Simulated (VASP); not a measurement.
Write the native input for VASP 6.6.1 that does the following.

* Task: single point
* Functional: PBEsol
* Potentials or basis: VASP PAW PBE potentials, release 64 (K_sv, F)
* Cutoff: 520 eV
* k mesh: 8 × 8 × 8
* Occupations: gaussian, width 0.05 eV
* Spin: no spin polarisation
* Dipole correction: no
* Further INCAR settings: ALGO = Normal; EDIFF = 1e-06; NBANDS = 15

The structure of KF lies in POSCAR:

```
KF
1.0
    3.1285968000      0.0000000000      0.0000000000
    0.0000000000      3.1285968000      0.0000000000
    0.0000000000      0.0000000000      3.1285968000
K F
1 1
Direct
    0.0000000000      0.0000000000      0.0000000000
    0.5000000000      0.5000000000      0.5000000000
```

This cell differs from its parent crystal: strain -0.040 along x and y, -0.040 along z.

One way to write it, as run:

INCAR

```
PREC = Accurate ; ENCUT = 520
EDIFF = 1E-6 ; ISMEAR = 0
SIGMA = 0.05 ; LREAL = False
LASPH = True ; NELM = 100
ALGO = Normal ; ISIF = 2
LWAVE = False ; LCHARG = True
GGA = PS ; LELF = True
LVHAR = True ; NBANDS = 15
```

KPOINTS

```
regular mesh
0
Gamma
  8 8 8
```

Potentials or basis: VASP PAW PBE potentials, release 64 (K_sv, F).

Launch:

```sh
$ cat potpaw_PBE.64/K_sv/POTCAR potpaw_PBE.64/F/POTCAR > POTCAR
$ mpirun -np 1 vasp_std > vasp.out
```

It gave:

* Pressure: 2.1 GPa
* Band gap on the k mesh: 6.99 eV, indirect (least direct gap 7.01 eV)

Caveat: the cell differs from its parent crystal (strain -0.040 along x and y, -0.040 along z); the PAW data sets were made with another functional, which shifts forces and pressure a little.

Wall time 13 s on 1 thread of Intel(R) Xeon(R) Platinum 8488C (Sapphire Rapids) (shared host), peak memory 0.14 GiB.
